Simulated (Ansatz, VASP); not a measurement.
# TaF in VASP and in Ansatz

```
CELL_PARAMETERS angstrom
2.44678 -1.52957 0.00961
2.44678 1.52957 0.00961
-1.61315 0.00000 8.49506
ATOMIC_POSITIONS crystal
Ta 0.82287 0.82287 0.14011
Ta 0.17713 0.17713 0.85989
F 0.21913 0.21913 0.31031
F 0.78087 0.78087 0.68969
```

Change from the starting cell: species swapped into the ZrBr type (C2/m, No. 12).

Alike in both runs: functional PBE; k mesh 14 × 14 × 6; occupations gaussian, width 0.1 eV; no spin polarisation.

Ansatz relaxed the structure, and its values are those at the end. VASP's run is a single point on that final structure, the one shown.

|  | VASP | Ansatz |
| --- | --- | --- |
| version | VASP 6.6.1 | Ansatz 0.2.0 |
| potentials or method | VASP PAW PBE potentials, release 64 (Ta_pv, F), cutoff 520 eV | scalar-relativistic, plane waves, PAW |
| valence electrons in the cell | 36 | 40 |

VASP gave:

```
gap on the k mesh at the Fermi level (eV) : none
pressure (GPa)                            : 0.2
rms of the force components (eV/Å)        : 0.024
```

**Question.** Which values does Ansatz return?

**Answer.** gap on the k mesh at the Fermi level (eV): none; pressure (GPa): 0.0; rms of the force components (eV/Å): 0.000.

A gap of «none» marks a metal or a gap that the smearing closes. VASP's potentials hold 36 valence electrons a cell and Ansatz's 40, so a difference there can come from the potentials and not from the codes.

Spin-orbit coupling is off throughout.
